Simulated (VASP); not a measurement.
Wanted: the native input for a VASP 6.6.1 run.

| Quantity | Value |
| --- | --- |
| Task | single point |
| Functional | PBEsol |
| Potentials or basis | VASP PAW PBE potentials, release 64 (Rb_sv) |
| Cutoff | 520 eV |
| k mesh | 10 × 10 × 6 |
| Occupations | fermi-dirac, width 0.05 eV |
| Spin | no spin polarisation |
| Dipole correction | no |
| Further INCAR settings | ALGO = Normal; EDIFF = 1e-06; NBANDS = 16 |

The structure of Rb lies in POSCAR:

```
Rb
1.0
    4.2078272294      0.0000000000      0.0000000000
   -2.1039136147      3.6440852754      0.0000000000
    0.0000000000      0.0000000000      6.8166801115
Rb
2
Direct
    0.3333333333      0.6666666667      0.2500000000
    0.6666666667      0.3333333333      0.7500000000
```

This isn't the form of Rb at room conditions, which is bcc.

The input as run:

INCAR

```
PREC = Accurate
ENCUT = 520
EDIFF = 1E-6
ISMEAR = -1
SIGMA = 0.05
LREAL = False
LASPH = True
NELM = 80
ALGO = Normal
ISIF = 2
LWAVE = False
LCHARG = True
GGA = PS
LELF = True
LVHAR = True
NBANDS = 16
```

KPOINTS

```
Automatic mesh
0
Gamma
  10 10 6
```

Potentials or basis: VASP PAW PBE potentials, release 64 (Rb_sv).

The run is started by

```sh
$ cat potpaw_PBE.64/Rb_sv/POTCAR > POTCAR
$ mpirun -np 1 vasp_std > vasp.out
```

Results of the run:

```yaml
Pressure: 3.6 GPa
Band_gap_on_the_k_mesh: zero (bands 9 and 10 overlap by 2.47 eV)
```

Caveat: the cell stands under pressure; the PAW data sets were made with another functional, which shifts forces and pressure a little.

Wall time 57 s on 1 thread of Intel(R) Xeon(R) Platinum 8259CL CPU @ 2.50GHz (Skylake/Cascade Lake), with other jobs on the host, peak memory 0.26 GiB.
